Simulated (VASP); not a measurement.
# TiO2 (I4_1/amd) in VASP: a series of runs

TiO2 is run at these levels: LDA, RPBE, PBE exchange alone, PBE; tasks: single point.

Everything below comes from runs of VASP 6.6.1. Logs are shortened: lines on timing, memory, paths and dates and some standing lists are left out, and cuts for length are marked.

### Step 1. The cell of the first run

Symmetry: I4_1/amd, No. 141, tetragonal system. Conventional cell: a = 3.733 Å, b = 3.733 Å, c = 9.386 Å, α = 90.00°, β = 90.00°, γ = 90.00°. Ti (site symmetry -4m2) has 6 O at 1.91 to 1.95 Å within 2.5 Å. O (site symmetry 2mm) has 3 Ti at 1.91 to 1.95 Å and 2 O at 2.43 Å within 2.5 Å.

### Step 2. Single point, LDA

File INCAR:

```
SYSTEM = TiO2
PREC = Accurate
ENCUT = 520
EDIFF = 1E-7
ISMEAR = -1
SIGMA = 0.05
LREAL = .FALSE.
LASPH = .TRUE.
NELM = 100
ALGO = Normal
ISIF = 2
LWAVE = .FALSE.
LCHARG = .FALSE.
GGA = CA
NBANDS = 33
```

File KPOINTS:

```
Automatic mesh
0
G
  10 10 10
  0 0 0
```

File POSCAR:

```
TiO2
1.0
   -1.8665279463      1.8665279463      4.6930042805
    1.8665279463     -1.8665279463      4.6930042805
    1.8665279463      1.8665279463     -4.6930042805
Ti O
2 4
Direct
    0.7500000000      0.2500000000      0.5000000000
    0.0000000000      0.0000000000      0.0000000000
    0.7919000000      0.7919000000      0.0000000000
    0.5419000000      0.0419000000      0.5000000000
    0.9581000000      0.4581000000      0.5000000000
    0.2081000000      0.2081000000      0.0000000000
```

Potentials or basis: VASP PAW LDA potentials, release 64 (Ti_sv, O).

On the command line:

```sh
> cat potpaw_LDA.64/Ti_sv/POTCAR potpaw_LDA.64/O/POTCAR > POTCAR
> mpirun -np 1 vasp_std > vasp.out
```

OUTCAR:

```text
SYSTEM = TiO2
   PREC = Accurate
   ENCUT = 520
   EDIFF = 1E-7
   ISMEAR = -1
   LREAL = .FALSE.
   LASPH = .TRUE.
   NELM = 100
   ISIF = 2
   GGA = CA

 ion  position               nearest neighbor table
   1  0.750  0.250  0.500-   3 1.91   6 1.91   3 1.91   6 1.91   5 1.95   4 1.95
   2  0.000  0.000  0.000-   4 1.91   5 1.91   4 1.91   5 1.91   3 1.95   6 1.95
   3  0.792  0.792  0.000-   1 1.91   1 1.91   2 1.95
   4  0.542  0.042  0.500-   2 1.91   2 1.91   1 1.95
   5  0.958  0.458  0.500-   2 1.91   2 1.91   1 1.95
   6  0.208  0.208  0.000-   1 1.91   1 1.91   2 1.95

  LATTYP: Found a body centered tetragonal cell.
 ALAT       =     3.7330558926
 C/A-ratio  =     2.5142962846

  Lattice vectors:

 A1 = (  -1.8665279463,   1.8665279463,   4.6930042805)
 A2 = (   1.8665279463,  -1.8665279463,   4.6930042805)
 A3 = (   1.8665279463,   1.8665279463,  -4.6930042805)

Analysis of symmetry for initial positions (statically):
=====================================================================
 Subroutine PRICEL returns:
 Original cell was already a primitive cell.

 Routine SETGRP: Setting up the symmetry group for a
 body centered tetragonal supercell.

 Subroutine GETGRP returns: Found 16 space group operations
 (whereof  8 operations were pure point group operations)
 out of a pool of 16 trial point group operations.

The static configuration has the point symmetry D_2d.
 The point group associated with its full space group is D_4h.

Analysis of symmetry for dynamics (positions and initial velocities):
=====================================================================
 Subroutine PRICEL returns:
 Original cell was already a primitive cell.

 Routine SETGRP: Setting up the symmetry group for a
 body centered tetragonal supercell.

 Subroutine GETGRP returns: Found 16 space group operations
 (whereof  8 operations were pure point group operations)
 out of a pool of 16 trial point group operations.

The dynamic configuration has the point symmetry D_2d.
 The point group associated with its full space group is D_4h.

 Subroutine INISYM returns: Found 16 space group operations
 (whereof  8 operations are pure point group operations),
 and found     1 'primitive' translations

----------------------------------------------------------------------------------------

                                     Primitive cell

  volume of cell :      65.4003

  direct lattice vectors                    reciprocal lattice vectors
    -1.866527946  1.866527946  4.693004281     0.000000000  0.267877050  0.106541561
     1.866527946 -1.866527946  4.693004281     0.267877050  0.000000000  0.106541561
     1.866527946  1.866527946 -4.693004281     0.267877050  0.267877050  0.000000000

  length of vectors
     5.384435191  5.384435191  5.384435191     0.288286694  0.288286694  0.378835357

  position of ions in fractional coordinates (direct lattice)
     0.750000000  0.250000000  0.500000000
     0.000000000  0.000000000  0.000000000
     0.791900000  0.791900000  0.000000000
     0.541900000  0.041900000  0.500000000
     0.958100000  0.458100000  0.500000000
     0.208100000  0.208100000  0.000000000

  ion indices of the primitive-cell ions
   primitive index   ion index
                 1           1
                 2           2
                 3           3
                 4           4
                 5           5
                 6           6

----------------------------------------------------------------------------------------

 KPOINTS: Automatic mesh

Automatic generation of k-mesh.
 Grid dimensions read from file:
 generate k-points for:   10   10   10

 Generating k-lattice:

  Cartesian coordinates                     Fractional coordinates (reciprocal lattice)
     0.000000000  0.026787705  0.010654156     0.100000000  0.000000000  0.000000000
     0.026787705  0.000000000  0.010654156     0.000000000  0.100000000  0.000000000
     0.026787705  0.026787705  0.000000000     0.000000000  0.000000000  0.100000000

  Length of vectors
     0.028828669  0.028828669  0.037883536

  Shift w.r.t. Gamma in fractional coordinates (k-lattice)
     0.000000000  0.000000000  0.000000000

 Subroutine IBZKPT returns following result:
 ===========================================

 Found    102 irreducible k-points:

 Following reciprocal coordinates:
            Coordinates               Weight
  0.000000  0.000000  0.000000      1.000000
  0.100000  0.000000 -0.000000      8.000000
  0.200000  0.000000 -0.000000      8.000000
  0.300000  0.000000  0.000000      8.000000
  0.400000  0.000000 -0.000000      8.000000
  0.500000  0.000000 -0.000000      4.000000
[... 16 lines left out ...]
  0.300000  0.300000 -0.000000      8.000000
  0.400000  0.300000  0.000000     16.000000
 [... further k-points ...]
   k-points           NKPTS =    102   k-points in BZ     NKDIM =    102   number of bands    NBANDS=     33
   number of dos      NEDOS =    301   number of ions     NIONS =      6
   total plane-waves  NPLWV =  64000
   dimension x,y,z NGX =    40 NGY =   40 NGZ =   40
   dimension x,y,z NGXF=    80 NGYF=   80 NGZF=   80
   ions per type =               2   4
   NGX,Y,Z   is equivalent  to a cutoff of  12.35, 12.35, 12.35 a.u.
   NGXF,Y,Z  is equivalent  to a cutoff of  24.70, 24.70, 24.70 a.u.
 SYSTEM =  TiO2
   PREC   = accura    normal or accurate (medium, high low for compatibility)
   ISTART =      0    job   : 0-new  1-cont  2-samecut
   ICHARG =      2    charge: 1-file 2-atom 10-const
   ISPIN  =      1    spin polarized calculation?
   LNONCOLLINEAR =      F non collinear calculations
   LSORBIT =      F    spin-orbit coupling
   LASPH  =      T    aspherical Exc in radial PAW
   ENCUT  =  520.0 eV  38.22 Ry    6.18 a.u.  10.01 10.01 10.01*2*pi/ulx,y,z
   NELM   =    100;   NELMIN=  2; NELMDL= -5     # of ELM steps
   EDIFF  = 0.1E-06   stopping-criterion for ELM
   LREAL  =      F    real-space projection
   EDIFFG = 0.1E-05   stopping-criterion for IOM
   NSW    =      0    number of steps for IOM
   IBRION =     -1    ionic relax: 0-MD 1-quasi-New 2-CG
   NFREE  =      0    steps in history (QN), initial steepest desc. (CG)
   ISIF   =      2    stress and relaxation
   ISYM   =      2    0-nonsym 1-usesym 2-fastsym
   POTIM  = 0.5000    time-step for ionic-motion
   TEBEG  =    0.0;   TEEND  =   0.0 temperature during run
   PSTRESS=    0.0 pullay stress
   NELECT =      48.0000    total number of electrons
   NUPDOWN=      -1.0000    fix difference up-down
   EMIN   =  10.00;   EMAX   =-10.00  energy-range for DOS
   EFERMI =   0.00;   METHOD = LEGACY
   ISMEAR =    -1;   SIGMA  =   0.05  broadening in eV -4-tet -1-fermi 0-gaus
   EFERMI_NEDOS =   21; number of points for ismear=-14 and -15
   IALGO  =     38    algorithm
   IMIX   =      4    mixing-type and parameters
     AMIX     =   0.40;   BMIX     =  1.00
     AMIX_MAG =   1.60;   BMIX_MAG =  1.00
  volume/ion in A,a.u.               =      10.90        73.56
  Fermi-wavevector in a.u.,A,eV,Ry     =   1.476710  2.790578 29.669856  2.180673
  Thomas-Fermi vector in A             =   2.591204
   LORBIT       =      0    0 simple, 1 ext, 2 COOP (PROOUT), +10 PAW based schemes
   GGA     = CA    functional components
   LHFCALC =     F    Hartree Fock is set to
   AEXX    =    0.0000 exact exchange contribution
   IVDW    =     0    specifies the selected vdW correction
   LEPSILON=     F    determine dielectric tensor
   LRPA    =     F    only Hartree local field effects (RPA)
 non-spin polarized calculation
  energy-cutoff  :      520.00
  volume of cell :       65.40
 maximum number of plane-waves:      1798
   NGX = 19   NGY = 19   NGZ = 19

 number of electron      47.9999997 magnetization

 Free energy of the ion-electron system (eV)
  ---------------------------------------------------
  ext. energy  EPLUGINS =         0.00000000
  ---------------------------------------------------
  free energy    TOTEN  =       -58.82168733 eV

  energy without entropy =      -58.82168733  energy(sigma->0) =      -58.82168733

 E-fermi :   4.5430     XC(G=0): -11.5513

 val. band max:        3.4619788312   @ k =  -0.4000   0.4000   0.0000
 cond. band min:       5.5503015132   @ k =   0.0000   0.0000   0.0000
 fundamental gap:      2.0883226820
 Fermi energy:         4.5429990563

 k-point     1 :       0.0000    0.0000    0.0000
  band No.  band energies     occupation
      1     -52.0305      2.00000
      2     -51.9515      2.00000
      3     -28.9816      2.00000
      4     -28.6864      2.00000
      5     -28.6864      2.00000
      6     -28.5981      2.00000
[... 25 lines left out ...]
     32       9.1670      0.00000
     33       9.2047      0.00000

 k-point     2 :       0.1000    0.0000   -0.0000
  band No.  band energies     occupation
      1     -52.0288      2.00000
      2     -51.9526      2.00000
      3     -28.9781      2.00000
      4     -28.7026      2.00000
      5     -28.6876      2.00000
      6     -28.6047      2.00000
[... 25 lines left out ...]
     32       9.2335      0.00000
     33       9.4759      0.00000

 k-point     3 :       0.2000    0.0000   -0.0000
  band No.  band energies     occupation
      1     -52.0240      2.00000
      2     -51.9560      2.00000
      3     -28.9693      2.00000
      4     -28.7432      2.00000
      5     -28.6906      2.00000
      6     -28.6201      2.00000
[... 25 lines left out ...]
     32       9.5509      0.00000
     33       9.9260      0.00000

 k-point     4 :       0.3000    0.0000    0.0000
  band No.  band energies     occupation
      1     -52.0172      2.00000
      2     -51.9609      2.00000
      3     -28.9586      2.00000
      4     -28.7920      2.00000
      5     -28.6938      2.00000
      6     -28.6346      2.00000
[... 673 lines left out ...]
     32      10.3334      0.00000
     33      10.5055      0.00000

 k-point    23 :       0.3000    0.3000   -0.0000
  band No.  band energies     occupation
      1     -52.0007      2.00000
      2     -51.9734      2.00000
      3     -28.9260      2.00000
      4     -28.8564      2.00000
      5     -28.7419      2.00000
      6     -28.6833      2.00000
[... 25 lines left out ...]
     32      10.3731      0.00000
     33      11.1760      0.00000

 k-point    24 :       0.4000    0.3000    0.0000
  band No.  band energies     occupation
      1     -51.9957      2.00000
      2     -51.9769      2.00000
      3     -28.9300      2.00000
      4     -28.8826      2.00000
      5     -28.7440      2.00000
      6     -28.7032      2.00000
[... 25 lines left out ...]
     32      10.3789      0.00000
     33      11.2734      0.00000

 [... further k-points ...]

------------------------ aborting loop because EDIFF is reached ----------------------------------------

  FORCE on cell =-STRESS in cart. coord.  units (eV):
  Direction    XX          YY          ZZ          XY          YZ          ZX
  --------------------------------------------------------------------------------------
  -------------------------------------------------------------------------------------
  Total        1.3946014      1.3946014      2.0196479      0.0000000      0.0000000      0.0000000
  in kB       34.1649460     34.1649460     49.4773370      0.0000000      0.0000000      0.0000000
  external PRESSURE =      39.2690764 kB  Pullay stress =       0.0000000 kB

 VOLUME and BASIS-vectors are now :
 -----------------------------------------------------------------------------
  energy-cutoff  :      520.00
  volume of cell :       65.40
      direct lattice vectors                 reciprocal lattice vectors
    -1.866527946  1.866527946  4.693004281     0.000000000  0.267877050  0.106541561
     1.866527946 -1.866527946  4.693004281     0.267877050  0.000000000  0.106541561
     1.866527946  1.866527946 -4.693004281     0.267877050  0.267877050  0.000000000

 POSITION                                       TOTAL-FORCE (eV/Angst)
 -----------------------------------------------------------------------------------
     -0.00000      1.86653      2.34650         0.000000      0.000000      0.000000
      0.00000      0.00000      0.00000         0.000000      0.000000      0.000000
      0.00000      0.00000      7.43278        -0.000000      0.000000     -0.166286
      0.00000      1.86653      0.39327         0.000000     -0.000000     -0.166286
      0.00000      1.86653      4.29973         0.000000     -0.000000      0.166286
      0.00000      0.00000      1.95323        -0.000000      0.000000      0.166286
 -----------------------------------------------------------------------------------
    total drift:                                0.000000      0.000000     -0.000000

  FREE ENERGIE OF THE ION-ELECTRON SYSTEM (eV)
  ---------------------------------------------------
  free  energy   TOTEN  =       -58.8216873263 eV

  energy  without entropy=      -58.8216873263  energy(sigma->0) =      -58.82168733
```

Run time: 2.8 min. Hardware: 1 thread of AMD EPYC 9R45 (Zen 5), shared host; peak memory 0.28 GiB.

Results:

* Free energy: -58.8217 eV
* Pressure: 3.9 GPa
* Largest force: 0.166 eV/Å
* Band gap on the k mesh: 2.09 eV (least direct gap 2.43 eV)

Forces in eV/Å, atoms in the order of the input:
```
Ti   0.000  0.000  0.000
Ti   0.000  0.000  0.000
O    0.000  0.000 -0.166
O    0.000  0.000 -0.166
O    0.000  0.000  0.166
O    0.000  0.000  0.166
```

Stress tensor (GPa, compression positive):
```
3.42 0.00 0.00
0.00 3.42 0.00
0.00 0.00 4.95
```

Levels at points of the mesh, in eV from the valence-band top:
```csv
k point,band 22,band 23,band 24,band 25,band 26,band 27
"(0.00, 0.00, 0.00)",-0.72,-0.51,-0.51,2.09,2.92,4.15
"(0.50, 0.00, 0.00)",-1.04,-0.78,-0.63,3.33,3.68,3.71
"(0.50, 0.50, 0.00)",-2.18,-0.03,-0.03,3.47,3.47,4.00
"(0.50, 0.50, 0.50)",-1.27,-0.09,-0.09,2.49,2.49,3.93
```

Caveat: the cell stands under pressure. As with any semilocal functional, this LDA gap is likely too small.

[end of part 1 of 2]
